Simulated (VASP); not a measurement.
# Sr (Fm-3m) in VASP: further runs

Sr is run at these levels: PBEsol; tasks: single point, relaxation of volume and atoms at fixed shape.

All numbers are computed with VASP 6.6.1; they aren't measurements. Logs are shortened: lines on timing, memory, paths and dates and some standing lists are left out, and cuts for length are marked.

**1. The cell of the first run**

It takes space group Fm-3m (No. 225, cubic). The conventional cell has a = 5.923 Å, b = 5.923 Å, c = 5.923 Å, α = 90.00°, β = 90.00°, γ = 90.00°. Sr (site symmetry m-3m) has 12 Sr at 4.19 Å within 5.5 Å.

**2. Single point, PBEsol**

The input, INCAR:

```
ALGO = Normal
EDIFF = 1E-7
ENCUT = 520
GGA = PS
ISIF = 2
ISMEAR = -1
LASPH = T
LCHARG = F
LREAL = F
LWAVE = F
NBANDS = 11
NELM = 80
PREC = Accurate
SIGMA = 0.05
```

The input, KPOINTS:

```
k-points
0
Gamma
  7 7 7
```

The input, POSCAR:

```
Sr
1.0
    0.0000000000      2.9616578965      2.9616578965
    2.9616578965      0.0000000000      2.9616578965
    2.9616578965      2.9616578965      0.0000000000
Sr
1
Direct
    0.0000000000      0.0000000000      0.0000000000
```

Potentials or basis: VASP PAW PBE potentials, release 64 (Sr_sv).

The run is started by

```sh
> cat potpaw_PBE.64/Sr_sv/POTCAR > POTCAR
> mpirun -np 1 vasp_std > vasp.out
```

OUTCAR:

```text
EDIFF = 1E-7
   ENCUT = 520
   GGA = PS
   ISIF = 2
   ISMEAR = -1
   LASPH = T
   LREAL = F
   NELM = 80
   PREC = Accurate

 ion  position               nearest neighbor table
   1  0.000  0.000  0.000-

  LATTYP: Found a face centered cubic cell.
 ALAT       =     5.9233157930

  Lattice vectors:

 A1 = (   0.0000000000,   2.9616578965,   2.9616578965)
 A2 = (   2.9616578965,   0.0000000000,   2.9616578965)
 A3 = (   2.9616578965,   2.9616578965,   0.0000000000)

Analysis of symmetry for initial positions (statically):
=====================================================================
 Subroutine PRICEL returns:
 Original cell was already a primitive cell.

 Routine SETGRP: Setting up the symmetry group for a
 face centered cubic supercell.

 Subroutine GETGRP returns: Found 48 space group operations
 (whereof 48 operations were pure point group operations)
 out of a pool of 48 trial point group operations.

The static configuration has the point symmetry O_h .

Analysis of symmetry for dynamics (positions and initial velocities):
=====================================================================
 Subroutine PRICEL returns:
 Original cell was already a primitive cell.

 Routine SETGRP: Setting up the symmetry group for a
 face centered cubic supercell.

 Subroutine GETGRP returns: Found 48 space group operations
 (whereof 48 operations were pure point group operations)
 out of a pool of 48 trial point group operations.

The dynamic configuration has the point symmetry O_h .

 Subroutine INISYM returns: Found 48 space group operations
 (whereof 48 operations are pure point group operations),
 and found     1 'primitive' translations

----------------------------------------------------------------------------------------

                                     Primitive cell

  volume of cell :      51.9559

  direct lattice vectors                    reciprocal lattice vectors
     0.000000000  2.961657897  2.961657897    -0.168824360  0.168824360  0.168824360
     2.961657897  0.000000000  2.961657897     0.168824360 -0.168824360  0.168824360
     2.961657897  2.961657897  0.000000000     0.168824360  0.168824360 -0.168824360

  length of vectors
     4.188416764  4.188416764  4.188416764     0.292412370  0.292412370  0.292412370
[... 74 lines left out ...]
   EDIFF  = 0.1E-06   stopping-criterion for ELM
   LREAL  =      F    real-space projection
   EDIFFG = 0.1E-05   stopping-criterion for IOM
   NSW    =      0    number of steps for IOM
   IBRION =     -1    ionic relax: 0-MD 1-quasi-New 2-CG
   NFREE  =      0    steps in history (QN), initial steepest desc. (CG)
   ISIF   =      2    stress and relaxation
   ISYM   =      2    0-nonsym 1-usesym 2-fastsym
   POTIM  = 0.5000    time-step for ionic-motion
   TEBEG  =    0.0;   TEEND  =   0.0 temperature during run
   PSTRESS=    0.0 pullay stress
   NELECT =      10.0000    total number of electrons
   NUPDOWN=      -1.0000    fix difference up-down
   EMIN   =  10.00;   EMAX   =-10.00  energy-range for DOS
   EFERMI =   0.00;   METHOD = LEGACY
   ISMEAR =    -1;   SIGMA  =   0.05  broadening in eV -4-tet -1-fermi 0-gaus
   EFERMI_NEDOS =   21; number of points for ismear=-14 and -15
   IALGO  =     38    algorithm
   IMIX   =      4    mixing-type and parameters
     AMIX     =   0.40;   BMIX     =  1.00
     AMIX_MAG =   1.60;   BMIX_MAG =  1.00
  volume/ion in A,a.u.               =      51.96       350.62
  Fermi-wavevector in a.u.,A,eV,Ry     =   0.945214  1.786195 12.155835  0.893429
  Thomas-Fermi vector in A             =   2.073093
   LORBIT       =      0    0 simple, 1 ext, 2 COOP (PROOUT), +10 PAW based schemes
   GGA     = PS    functional components
   LHFCALC =     F    Hartree Fock is set to
   AEXX    =    0.0000 exact exchange contribution
   IVDW    =     0    specifies the selected vdW correction
   LEPSILON=     F    determine dielectric tensor
   LRPA    =     F    only Hartree local field effects (RPA)
 non-spin polarized calculation
  energy-cutoff  :      520.00
  volume of cell :       51.96
 maximum number of plane-waves:      1416
   NGX = 15   NGY = 15   NGZ = 15

 number of electron      10.0000000 magnetization

 Free energy of the ion-electron system (eV)
  ---------------------------------------------------
  ext. energy  EPLUGINS =         0.00000000
  ---------------------------------------------------
  free energy    TOTEN  =        -1.84764458 eV

  energy without entropy =       -1.83555678  energy(sigma->0) =       -1.84160068

 E-fermi :   1.7276     XC(G=0):  -7.6098

 val. band max:        1.7069556710   @ k =  -0.2857   0.4286   0.1429
 cond. band min:       1.7770915979   @ k =  -0.4286   0.2857   0.0000
 fundamental gap:      0.0701359268
 Fermi energy:         1.7276483583

 k-point     1 :       0.0000    0.0000    0.0000
  band No.  band energies     occupation
      1     -34.7371      2.00000
      2     -16.6273      2.00000
      3     -16.6273      2.00000
      4     -16.6273      2.00000
      5      -2.0552      2.00000
      6       4.0824      0.00000
      7       4.0824      0.00000
      8       4.0824      0.00000
      9       5.6507      0.00000
     10       5.6507      0.00000
     11       8.9804      0.00000
[... 253 lines left out ...]
 k-point    20 :      -0.2857    0.4286    0.1429
  band No.  band energies     occupation
      1     -34.7130      2.00000
      2     -16.7958      2.00000
      3     -16.7811      2.00000
      4     -16.7057      2.00000
      5       1.7070      1.20402
      6       2.0755      0.00190
      7       2.4550      0.00000
      8       4.4021      0.00000
      9       6.5846      0.00000
     10       6.6480      0.00000
     11       7.9948      0.00000

------------------------ aborting loop because EDIFF is reached ----------------------------------------

  FORCE on cell =-STRESS in cart. coord.  units (eV):
  Direction    XX          YY          ZZ          XY          YZ          ZX
  --------------------------------------------------------------------------------------
  -------------------------------------------------------------------------------------
  Total        0.0018840      0.0018840      0.0018840     -0.0000000     -0.0000000      0.0000000
  in kB        0.0580988      0.0580988      0.0580988     -0.0000000     -0.0000000      0.0000000
  external PRESSURE =       0.0580988 kB  Pullay stress =       0.0000000 kB

 VOLUME and BASIS-vectors are now :
 -----------------------------------------------------------------------------
  energy-cutoff  :      520.00
  volume of cell :       51.96
      direct lattice vectors                 reciprocal lattice vectors
     0.000000000  2.961657897  2.961657897    -0.168824360  0.168824360  0.168824360
     2.961657897  0.000000000  2.961657897     0.168824360 -0.168824360  0.168824360
     2.961657897  2.961657897  0.000000000     0.168824360  0.168824360 -0.168824360

 POSITION                                       TOTAL-FORCE (eV/Angst)
 -----------------------------------------------------------------------------------
      0.00000      0.00000      0.00000        -0.000000     -0.000000      0.000000
 -----------------------------------------------------------------------------------
    total drift:                                0.000000      0.000000      0.000000

  FREE ENERGIE OF THE ION-ELECTRON SYSTEM (eV)
  ---------------------------------------------------
  free  energy   TOTEN  =        -1.8476445820 eV

  energy  without entropy=       -1.8355567844  energy(sigma->0) =       -1.84160068
```

stdout:

```text
POSCAR found type information on POSCAR Sr
 POSCAR found :  1 types and       1 ions
 scaLAPACK will be used
 -----------------------------------------------------------------------------
|                                                                             |
|                                                                             |
|     You enforced a specific xc type in the INCAR file but a different       |
|     I HOPE YOU KNOW WHAT YOU ARE DOING!                                     |
|                                                                             |
 -----------------------------------------------------------------------------

 LDA part: xc-table for (Slater+PW92), standard interpolation
 POSCAR, INCAR and KPOINTS ok, starting setup
 FFT: planning ... GRIDC
 FFT: planning ... GRID_SOFT
 FFT: planning ... GRID
 WAVECAR not read
 entering main loop
```

It took 9.7 s on 1 thread of Intel Xeon Platinum 8259CL at 2.50GHz (Skylake/Cascade Lake), shared host; peak memory 0.17 GiB.

What came out:

```yaml
Free_energy: -1.8476 eV
Pressure: 0.0 GPa
Band_gap_on_the_k_mesh: 0.07 eV, indirect (least direct gap 0.31 eV)
```

Caveat: the PAW data sets were made with another functional, which shifts forces and pressure a little.

**3. Relaxation of volume and atoms at fixed shape, PBEsol**

This run uses another cell than the first one, of 56.32 Å³/atom, 1.084 times its volume.

The input, INCAR:

```
PREC     = Accurate       # precision mode
ENCUT    = 600            # plane-wave cutoff, eV
EDIFF    = 1E-7           # SCF threshold, eV
ISMEAR   = -1             # smearing method
SIGMA    = 0.05           # smearing width, eV
LREAL    = False          # projectors in reciprocal space
LASPH    = True           # aspherical terms in the spheres
NELM     = 100            # most SCF steps
ALGO     = Normal         # electronic algorithm
ISIF     = 8              # what is computed and relaxed
LWAVE    = False          # write WAVECAR
LCHARG   = False          # write CHGCAR
GGA      = PS             # functional
IBRION   = 2              # ionic algorithm
NSW      = 80             # ionic steps
EDIFFG   = -0.01          # ionic threshold
```

The input, KPOINTS:

```
regular mesh
0
Gamma
  7 7 7
```

The input, POSCAR:

```
Sr
1.0
    0.0000000000      3.0423500000      3.0423500000
    3.0423500000      0.0000000000      3.0423500000
    3.0423500000      3.0423500000      0.0000000000
Sr
1
Direct
    0.0000000000      0.0000000000      0.0000000000
```

Potentials or basis: VASP PAW PBE potentials, release 64 (Sr_sv).

The run is started by

```sh
> cat potpaw_PBE.64/Sr_sv/POTCAR > POTCAR
> mpirun -np 1 vasp_std > vasp.out
```

It took 55 s on 1 thread of Intel Xeon Platinum 8259CL at 2.50GHz (Skylake/Cascade Lake), shared host; peak memory 0.21 GiB.

The run converged. Its results:

| Item | Value |
| --- | --- |
| Free energy | -1.8476 eV |
| Relaxed volume | 51.98 Å³/atom |
| Relaxed cell | a = 4.189 Å, b = 4.189 Å, c = 4.189 Å, α = 60.00°, β = 60.00°, γ = 60.00° |
| Space group after relaxing (to 0.05 Å) | Fm-3m (No. 225) |
| Energy gained by relaxing | 11.9 meV/atom |
| Ionic steps | 4 |
| Pressure after relaxing | 0.0 GPa |
| Band gap on the k mesh | 0.07 eV, indirect (least direct gap 0.31 eV) |

Step by step:
```tsv
step	energy change (eV)	largest force (eV/Å)	pressure (GPa)	volume (Å³)
1	0.0000	0.0000	-0.83	56.32
2	-0.0092	0.0000	-0.42	53.97
3	-0.0119	0.0000	-0.03	52.13
4	-0.0119	0.0000	0.00	51.98
```

Final structure:
```xyz
1
Lattice="0.0000 2.9622 2.9622 2.9622 0.0000 2.9622 2.9622 2.9622 0.0000" Properties=species:S:1:pos:R:3 pbc="T T T"
Sr    0.0000    0.0000    0.0000
```

Levels at points of the mesh, in eV from the valence-band top:
```csv
k point,band 1,band 2,band 3,band 4,band 5,band 6,band 7,band 8,band 9
"(0.00, 0.00, 0.00)",-36.45,-18.34,-18.34,-18.34,-3.76,2.37,2.37,2.37,3.94
```

Caveat: the PAW data sets were made with another functional, which shifts forces and pressure a little. A k mesh can miss the band edges.
